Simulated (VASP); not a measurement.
Input of a VASP 6.6.1 run:

File INCAR:

```
PREC = Accurate ; ENCUT = 500
EDIFF = 1E-6 ; ISMEAR = -1
SIGMA = 0.02 ; LREAL = False
LASPH = True ; NELM = 120
ALGO = Normal ; ISIF = 2
LWAVE = False ; LCHARG = True
GGA = PE ; LELF = True
LVHAR = True ; NBANDS = 21
GGA_COMPAT = False
```

Contents of KPOINTS:

```
Automatic mesh
0
Gamma
  8 8 8
```

File POSCAR:

```
GaSb
1.0
    0.0000000000      3.0352200099      3.0352200099
    3.0352200099      0.0000000000      3.0352200099
    3.0352200099      3.0352200099      0.0000000000
Ga Sb
1 1
Direct
    0.0000000000      0.0000000000      0.0000000000
    0.2500000000      0.2500000000      0.2500000000
```

Potentials or basis: VASP PAW PBE potentials, release 64 (Ga_d, Sb_d_GW).

Run with:

```console
$ cat potpaw_PBE.64/Ga_d/POTCAR potpaw_PBE.64/Sb_d_GW/POTCAR > POTCAR
$ mpirun -np 1 vasp_std > vasp.out
```

(1) Predict the band gap on the k mesh.

(2) What does it give for the pressure?

Results:

(1) 0.20 eV.

(2) 3.6 GPa.

Caveat: the cell differs from its parent crystal (strain -1.0%); the cell stands under pressure; semilocal functionals underestimate gaps, and a narrow one can read as zero; spin-orbit coupling is left out, which moves the levels of the heavy elements.
